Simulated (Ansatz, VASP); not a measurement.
Two plane-wave programs on Al3N2

```
Al N
1.0
    -1.31736    2.65434    4.18707
     1.31736   -2.65434    4.18707
     1.31736    2.65434   -4.18707
Al N
3 2
Direct
  0.00000 0.00000 0.00000
  0.35142 0.85142 0.50000
  0.64858 0.14858 0.50000
  0.26919 0.50000 0.76919
  0.73081 0.50000 0.23081
```

Change from the starting cell: species swapped into the Ba2Bi3 type (Immm, No. 71).

Alike in both runs: task single point; functional PBE; k mesh 8 × 8 × 8; occupations gaussian, width 0.1 eV; collinear spin.

|  | VASP | Ansatz |
| --- | --- | --- |
| version | VASP 6.6.1 | Ansatz 0.2.0 |
| potentials or method | VASP PAW PBE potentials, release 64 (Al, N), cutoff 520 eV | scalar-relativistic, plane waves, PAW |
| valence electrons in the cell | 19 | 19 |

|  | VASP | Ansatz | Ansatz less VASP |
| --- | --- | --- | --- |
| gap on the k mesh at the Fermi level (eV) | none | none | - |
| pressure (GPa) | -0.1 | 0.1 | +0.13 |
| traceless stress, the component that is largest in VASP (GPa) | -1.33 | -1.33 | +0.004 |
| rms of the force components (eV/Å) | 0.014 | 0.009 | -0.0050 |
| net moment per atom (μB) | 0.00 | 0.00 | 0.000 |

Atom by atom the forces differ by 0.005 eV/Å (rms over components). A gap of «none» marks a metal or a gap that the smearing closes. Ansatz's warnings: seeded moment not kept.
